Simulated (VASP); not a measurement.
# BN (pbe): single point with PBE

BN (pbe):

```
B N
1.0
     2.55394    0.00000    0.00000
    -1.27697    2.21178    0.00000
     0.00000    0.00000    4.22685
B N
2 2
Direct
  0.66667 0.33333 0.99972
  0.33333 0.66667 0.49972
  0.66667 0.33333 0.62528
  0.33333 0.66667 0.12528
```

```
Program                : VASP 6.6.1
Task                   : single point
Functional             : PBE
Potentials or basis    : VASP PAW PBE potentials, release 64 (B, N)
Cutoff                 : 600 eV
k mesh                 : 9 × 9 × 4
Occupations            : gaussian, width 0.1 eV
Spin                   : no spin polarisation
Dipole correction      : no
Further INCAR settings : ALGO = Normal; EDIFF = 1e-06; NBANDS = 16
```

- Pressure: -0.1 GPa
- Largest force: 0.015 eV/Å
- Band gap on the k mesh: 5.20 eV, indirect (least direct gap 8.22 eV)

Forces on the atoms (eV/Å):
```
B    0.000  0.000  0.015
B    0.000  0.000  0.015
N    0.000  0.000 -0.015
N    0.000  0.000 -0.015
```

Stress tensor (GPa, compression positive):
```
 0.18  0.00  0.00
 0.00  0.18  0.00
 0.00  0.00 -0.59
```

Levels at points of the mesh, in eV from the valence-band top:
| k point | band 4 | band 5 | band 6 | band 7 | band 8 | band 9 | band 10 | band 11 | band 12 | band 13 |
| --- | --- | --- | --- | --- | --- | --- | --- | --- | --- | --- |
| (0.00, 0.00, 0.00) | -2.10 | -2.10 | -0.28 | 0.00 | 0.00 | 8.33 | 8.33 | 8.53 | 9.42 | 10.63 |
| (0.00, 0.00, 0.50) | -5.68 | -1.16 | -1.16 | -1.16 | -1.16 | 9.41 | 9.41 | 9.88 | 9.88 | 9.88 |

Run time: 16 s on 1 thread of Intel(R) Xeon(R) Platinum 8375C CPU @ 2.90GHz (Ice Lake), on a shared host, peak memory 0.14 GiB.

A k mesh can miss the band edges.
